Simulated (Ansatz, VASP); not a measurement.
## Two plane-wave programs on Cu

```
CELL_PARAMETERS angstrom
2.49985 0.00000 0.00000
-1.24992 2.16493 0.00000
0.00000 0.00000 4.05699
ATOMIC_POSITIONS crystal
Cu 0.66667 0.33333 0.75000
Cu 0.33333 0.66667 0.25000
```

Alike in both runs: task single point; functional PBEsol; k mesh 12 × 12 × 7; occupations fermi-dirac, width 0.05 eV; no spin polarisation.

|  | VASP | Ansatz |
| --- | --- | --- |
| version | VASP 6.6.1 | Ansatz 0.2.0 |
| potentials or method | VASP PAW PBE potentials, release 64 (Cu_sv_GW) | Ansatz PAW |
| plane-wave cutoff (eV) | 820 | 420 |
| valence electrons in the cell | 38 | 38 |

|  | VASP | Ansatz | Ansatz less VASP |
| --- | --- | --- | --- |
| gap on the k mesh at the Fermi level (eV) | none | none | - |
| pressure (GPa) | 4.0 | 5.8 | +1.76 |
| traceless stress, the component that is largest in VASP (GPa) | 0.47 | 0.45 | -0.020 |

VASP's potentials were made for PBE, not for PBEsol. A gap of «none» marks a metal or a gap that the smearing closes.
